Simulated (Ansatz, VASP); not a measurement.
**W: VASP beside Ansatz**

INCAR

```
PREC = Accurate
ENCUT = 520
EDIFF = 1E-6
ISMEAR = -1
SIGMA = 0.05
LREAL = False
LASPH = True
NELM = 60
ALGO = Normal
ISIF = 2
LWAVE = False
LCHARG = False
GGA = PE
NBANDS = 13
```

KPOINTS

```
regular mesh
0
Gamma
  16 16 16
```

The input POSCAR:

```
W
1.0
    0.0000000000      2.0382955658      2.0382955658
    2.0382955658      0.0000000000      2.0382955658
    2.0382955658      2.0382955658      0.0000000000
W
1
Direct
    0.0000000000      0.0000000000      0.0000000000
```

Input for Ansatz:

```yaml
crystal:
  lattice:
    - [0.0, 2.0382955658, 2.0382955658]
    - [2.0382955658, 0.0, 2.0382955658]
    - [2.0382955658, 2.0382955658, 0.0]
  atoms:
    - { symbol: W, position: [0.0, 0.0, 0.0] }
kpoints:
  mp_grid: { grid: [16, 16, 16] }
scf:
  occupations: { method: fermi_dirac, width: 0.05 }
hamiltonian:
  xc: pbe
  pseudopotentials: { kind: all_electron, lapw: { basis_error: 0.00025 } }
output:
  forces: true
  stress: true
  eigenvalues: true
```

Change from the starting cell: volume scaled by 1.03.

Alike in both runs: task single point; functional PBE; k mesh 16 × 16 × 16; occupations fermi-dirac, width 0.05 eV; no spin polarisation.

```csv
,VASP,Ansatz
version,VASP 6.6.1,Ansatz 0.2.0
potentials or method,"VASP PAW PBE potentials, release 64 (W_sv), cutoff 520 eV","all-electron LAPW, scalar-relativistic"
```

VASP gave:

| Property | Result |
| --- | --- |
| pressure (GPa) | -7.5 |

Q: Estimate Ansatz's values.

A: Pressure (GPa): -7.8.

Ansatz ran all-electron here, and VASP with PAW potentials.

Spin-orbit coupling is off throughout.
